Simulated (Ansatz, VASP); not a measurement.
## CdTe: VASP beside Ansatz

INCAR

```
PREC = Accurate
ENCUT = 520
EDIFF = 1E-6
ISMEAR = 0
SIGMA = 0.05
LREAL = False
LASPH = True
NELM = 100
ALGO = Normal
ISIF = 2
LWAVE = False
LCHARG = False
GGA = PE
NBANDS = 16
```

The input KPOINTS:

```
regular mesh
0
Gamma
  10 10 10
```

POSCAR

```
CdTe
1.0
    0.0000000000      3.3583169833      3.2094260826
    3.3583169833      0.0000000000      3.2094260826
    3.3583169833      3.3583169833      0.0000000000
Cd Te
1 1
Direct
    0.0000000000      0.0000000000      0.0000000000
    0.7500000000      0.7500000000      0.7500000000
```

Input for Ansatz:

```yaml
crystal:
  lattice:
    - [0.0, 3.3583169833, 3.2094260826]
    - [3.3583169833, 0.0, 3.2094260826]
    - [3.3583169833, 3.3583169833, 0.0]
  atoms:
    - { symbol: Cd, position: [0.0, 0.0, 0.0] }
    - { symbol: Te, position: [0.75, 0.75, 0.75] }
basis:
  ecutwfc: 420
kpoints:
  mp_grid: { grid: [10, 10, 10] }
hamiltonian:
  xc: pbe
scf:
  occupations: { method: gaussian, width: 0.05 }
output:
  forces: true
  stress: true
  eigenvalues: true
```

Change from the starting cell: strain +0.015 along x and y, -0.030 along z, atoms carried along.

Alike in both runs: task single point; functional PBE; k mesh 10 × 10 × 10; occupations gaussian, width 0.05 eV; no spin polarisation.

|  | VASP | Ansatz |
| --- | --- | --- |
| version | VASP 6.6.1 | Ansatz 0.2.0 |
| potentials or method | VASP PAW PBE potentials, release 64 (Cd, Te), cutoff 520 eV | scalar-relativistic, plane waves, PAW |
| valence electrons in the cell | 18 | 36 |

```csv
,VASP,Ansatz,Ansatz less VASP
gap on the k mesh at the Fermi level (eV),0.49,0.50,+0.002
least direct gap on the mesh (eV),0.49,0.50,+0.002
pressure (GPa),0.1,0.0,-0.11
"traceless stress, the component that is largest in VASP (GPa)",0.45,0.46,+0.003
```

The functional is the same, so the differences come from potentials, cutoffs and numerics. VASP's potentials hold 18 valence electrons a cell and Ansatz's 36, so a difference there can come from the potentials and not from the codes.

Spin-orbit coupling is off throughout.
